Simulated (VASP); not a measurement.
Here is a VASP 6.6.1 calculation.

INCAR

```
SYSTEM = Cr
  ALGO = Fast
  EDIFF = 1E-6
  ENCUT = 520
  GGA = PE
  ISIF = 2
  ISMEAR = 0
  LASPH = .TRUE.
  LCHARG = .FALSE.
  LREAL = .FALSE.
  LWAVE = .FALSE.
  NBANDS = 12
  NELM = 60
  PREC = Accurate
  SIGMA = 0.15
```

The input KPOINTS:

```
k-points
0
G
  24 24 24
  0 0 0
```

The input POSCAR:

```
Cr
1.0
   -1.3265940000      1.3265940000      1.3842720000
    1.3265940000     -1.3265940000      1.3842720000
    1.3265940000      1.3265940000     -1.3842720000
Cr
1
Direct
    0.0000000000      0.0000000000      0.0000000000
```

Potentials or basis: VASP PAW PBE potentials, release 64 (Cr_pv).

Run with:

```sh
$ cat potpaw_PBE.64/Cr_pv/POTCAR > POTCAR
$ mpirun -np 1 vasp_std > vasp.out
```

Task: Estimate the band gap on the k mesh.

Result: Zero (band 6 reaches 16.63 eV, above the bottom of band 7 at 12.67 eV).

Task: What does it give for the pressure?

Result: 62.8 GPa.

Stress tensor (GPa, compression positive):
```
69.92  0.00  0.00
 0.00 69.92  0.00
 0.00  0.00 48.59
```

Caveat: the cell differs from its parent crystal (strain -0.080 along x and y, -0.040 along z); the run has no spin polarisation, though such a crystal can be magnetic. Spin polarisation is off, so any magnetic state and its effect on volume and gap are missing.
